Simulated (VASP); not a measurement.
Wanted: the native input for a VASP 6.6.1 run.

```yaml
Task: relaxation of cell and atoms
Functional: PBE
Potentials_or_basis: VASP PAW PBE potentials, release 64 (Hf_pv, Nb_sv, Se)
Cutoff: 600 eV
k_mesh: 12 × 12 × 8
Occupations: gaussian, width 0.1 eV
Spin: no spin polarisation
Dipole_correction: no
Further_INCAR_settings: ALGO = Normal; EDIFF = 1e-07; IBRION = 2; EDIFFG = -0.01; NSW = 100; ISIF = 3
```

The structure of HfNbSe4 lies in POSCAR:

```
HfNbSe4
1.0
    5.4994906269      0.0000000000      0.0000000000
   -2.7497453134      4.7626985907      0.0000000000
    0.0000000000      0.0000000000      4.8508962912
Hf Nb Se
1 1 4
Direct
    0.3333333333      0.6666666667      0.0000000000
    0.6666666667      0.3333333333      0.0000000000
    0.0000000000      0.0000000000      0.0000000000
    0.3423381552      0.1711690776      0.5000000000
    0.8288309224      0.1711690776      0.5000000000
    0.8288309224      0.6576618448      0.5000000000
```

The input as run:

INCAR

```
SYSTEM = HfNbSe4
PREC     = Accurate       ! precision mode
ENCUT    = 600            ! plane-wave cutoff, eV
EDIFF    = 1E-7           ! SCF threshold, eV
ISMEAR   = 0              ! smearing method
SIGMA    = 0.1            ! smearing width, eV
LREAL    = .FALSE.        ! projectors in reciprocal space
LASPH    = .TRUE.         ! aspherical terms in the spheres
NELM     = 100            ! most SCF steps
ALGO     = Normal         ! electronic algorithm
ISIF     = 3              ! what is computed and relaxed
LWAVE    = .FALSE.        ! write WAVECAR
LCHARG   = .FALSE.        ! write CHGCAR
GGA      = PE             ! functional
IBRION   = 2              ! ionic algorithm
NSW      = 100            ! ionic steps
EDIFFG   = -0.01          ! ionic threshold
```

KPOINTS

```
Automatic mesh
0
G
  12 12 8
  0 0 0
```

Potentials or basis: VASP PAW PBE potentials, release 64 (Hf_pv, Nb_sv, Se).

The run is started by

```console
$ cat potpaw_PBE.64/Hf_pv/POTCAR potpaw_PBE.64/Nb_sv/POTCAR potpaw_PBE.64/Se/POTCAR > POTCAR
$ mpirun -np 1 vasp_std > vasp.out
```

Results of the run:

| Item | Value |
| --- | --- |
| Relaxed volume | 21.09 Å³/atom |
| Relaxed cell | a = 5.493 Å, b = 5.493 Å, c = 4.843 Å, α = 90.00°, β = 90.00°, γ = 120.00° |
| Space group after relaxing (to 0.05 Å) | P-6m2 (No. 187) |
| Energy gained by relaxing | 0.1 meV/atom |
| Ionic steps | 5 |
| Pressure after relaxing | 0.0 GPa |
| Largest force after relaxing | 0.003 eV/Å |

Run time: 18 min on 1 thread of Intel(R) Xeon(R) Platinum 8488C (Sapphire Rapids) (shared host), peak memory 0.62 GiB.
